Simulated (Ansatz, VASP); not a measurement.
## TaRu: VASP beside Ansatz

Contents of INCAR:

```
ALGO = Normal
EDIFF = 1E-8
ENCUT = 520
GGA = CA
ISIF = 2
ISMEAR = -1
LASPH = True
LCHARG = False
LEFG = True
LREAL = False
LWAVE = False
NBANDS = 20
NELM = 60
PREC = Accurate
SIGMA = 0.03
```

KPOINTS

```
k-points
0
Gamma
  13 13 13
```

The input POSCAR:

```
TaRu
1.0
    3.1219409285      0.0000000000      0.0000000000
    0.0000000000      3.1219409285      0.0000000000
    0.0000000000      0.0000000000      3.1219409285
Ta Ru
1 1
Direct
    0.5000000000      0.5000000000      0.5000000000
    0.0000000000      0.0000000000      0.0000000000
```

Input for Ansatz:

```yaml
crystal:
  lattice:
    - [3.1219409285, 0.0, 0.0]
    - [0.0, 3.1219409285, 0.0]
    - [0.0, 0.0, 3.1219409285]
  atoms:
    - { symbol: Ta, position: [0.5, 0.5, 0.5] }
    - { symbol: Ru, position: [0.0, 0.0, 0.0] }
kpoints:
  mp_grid: { grid: [13, 13, 13] }
scf:
  occupations: { method: fermi_dirac, width: 0.03 }
hamiltonian:
  xc: lda
  pseudopotentials: { kind: all_electron, datasets: crystal }
output:
  forces: true
  stress: true
  eigenvalues: true
  efg: { contact_densities: true }
```

Change from the starting cell: volume scaled by 0.94, crystal datasets.

Alike in both runs: task electric field gradients; functional LDA; k mesh 13 × 13 × 13; occupations fermi-dirac, width 0.03 eV; no spin polarisation.

|  | VASP | Ansatz |
| --- | --- | --- |
| version | VASP 6.6.1 | Ansatz 0.2.0 |
| potentials or method | VASP PAW LDA potentials, release 64 (Ta_pv, Ru_pv), cutoff 520 eV | all-electron PAW with datasets made for the crystal, scalar-relativistic |

```tsv
	VASP	Ansatz	Ansatz less VASP
pressure (GPa)	-0.1	-1.0	-0.94
```

LDA's correlation is that of Perdew and Zunger in VASP and of Perdew and Wang (1992) in Ansatz. Ansatz ran all-electron here, and VASP with PAW potentials.

Neither program's run includes spin-orbit coupling.
